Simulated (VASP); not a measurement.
A run of VASP 6.6.1 is set up as follows.

Contents of INCAR:

```
PREC     = Accurate       # precision mode
ENCUT    = 520            # plane-wave cutoff, eV
EDIFF    = 1E-7           # SCF threshold, eV
ISMEAR   = 0              # smearing method
SIGMA    = 0.1            # smearing width, eV
LREAL    = False          # projectors in reciprocal space
LASPH    = True           # aspherical terms in the spheres
NELM     = 80             # most SCF steps
ALGO     = Fast           # electronic algorithm
ISIF     = 2              # what is computed and relaxed
LWAVE    = False          # write WAVECAR
LCHARG   = False          # write CHGCAR
GGA      = PE             # functional
NBANDS   = 38             # bands
```

Contents of KPOINTS:

```
Automatic mesh
0
Gamma
  10 10 10
```

The input POSCAR:

```
BRu4
1.0
   -2.5912636537      2.5912636537      2.5912636537
    2.5912636537     -2.5912636537      2.5912636537
    2.5912636537      2.5912636537     -2.5912636537
B Ru
1 4
Direct
    0.0000000000      0.0000000000      0.0000000000
    0.5000000000      0.5000000000      0.5000000000
    0.0000000000      0.0000000000      0.5000000000
    0.0000000000      0.5000000000      0.0000000000
    0.5000000000      0.0000000000      0.0000000000
```

Potentials or basis: VASP PAW PBE potentials, release 64 (B, Ru_pv).

Run with:

```bash
$ cat potpaw_PBE.64/B/POTCAR potpaw_PBE.64/Ru_pv/POTCAR > POTCAR
$ mpirun -np 1 vasp_std > vasp.out
```

**Question.** Predict the pressure.

**Answer.** -0.1 GPa.

**Question.** Estimate the band gap on the k mesh.

**Answer.** Zero (an odd number of electrons rules out a gap without spin polarisation).
